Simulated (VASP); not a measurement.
Set up this calculation in VASP 6.6.1, as the native input.

```yaml
Task: single point
Functional: PBEsol
Potentials_or_basis: VASP PAW PBE potentials, release 64 (Ni, Ge_d)
Cutoff: 520 eV
k_mesh: 12 × 12 × 10
Occupations: gaussian, width 0.15 eV
Spin: no spin polarisation
Dipole_correction: no
Further_INCAR_settings: ALGO = Fast; EDIFF = 1e-07; NBANDS = 43
```

The structure of Ni2Ge lies in POSCAR:

```
Ni2Ge
1.0
    3.6542058112      0.0000000000      0.0000000000
   -1.8271029056      3.1646350632      0.0000000000
    0.0000000000      0.0000000000      4.8134970499
Ni Ge
4 2
Direct
    0.6666666667      0.3333333333      0.2500000000
    0.3333333333      0.6666666667      0.7500000000
    0.0000000000      0.0000000000      0.0000000000
    0.0000000000      0.0000000000      0.5000000000
    0.6666666667      0.3333333333      0.7500000000
    0.3333333333      0.6666666667      0.2500000000
```

This cell differs from its parent crystal: strain -0.080 along x and y, -0.040 along z.

The input as run:

INCAR

```
PREC = Accurate ; ENCUT = 520
EDIFF = 1E-7 ; ISMEAR = 0
SIGMA = 0.15 ; LREAL = False
LASPH = True ; NELM = 100
ALGO = Fast ; ISIF = 2
LWAVE = False ; LCHARG = True
GGA = PS ; LELF = True
LVHAR = True ; NBANDS = 43
```

KPOINTS

```
Automatic mesh
0
Gamma
  12 12 10
```

Potentials or basis: VASP PAW PBE potentials, release 64 (Ni, Ge_d).

Run with:

```bash
$ cat potpaw_PBE.64/Ni/POTCAR potpaw_PBE.64/Ge_d/POTCAR > POTCAR
$ mpirun -np 1 vasp_std > vasp.out
```

Results of the run:

```json
{"Pressure": "72.5 GPa", "Band gap on the k mesh": "zero (bands 34 and 35 overlap by 4.41 eV)"}
```

Caveat: the cell differs from its parent crystal (strain -0.080 along x and y, -0.040 along z); the cell stands under pressure; the PAW data sets were made with another functional, which shifts forces and pressure a little.

Run time: 4.8 min on 1 thread of Intel(R) Xeon(R) Platinum 8488C (Sapphire Rapids) (shared host), peak memory 0.32 GiB.
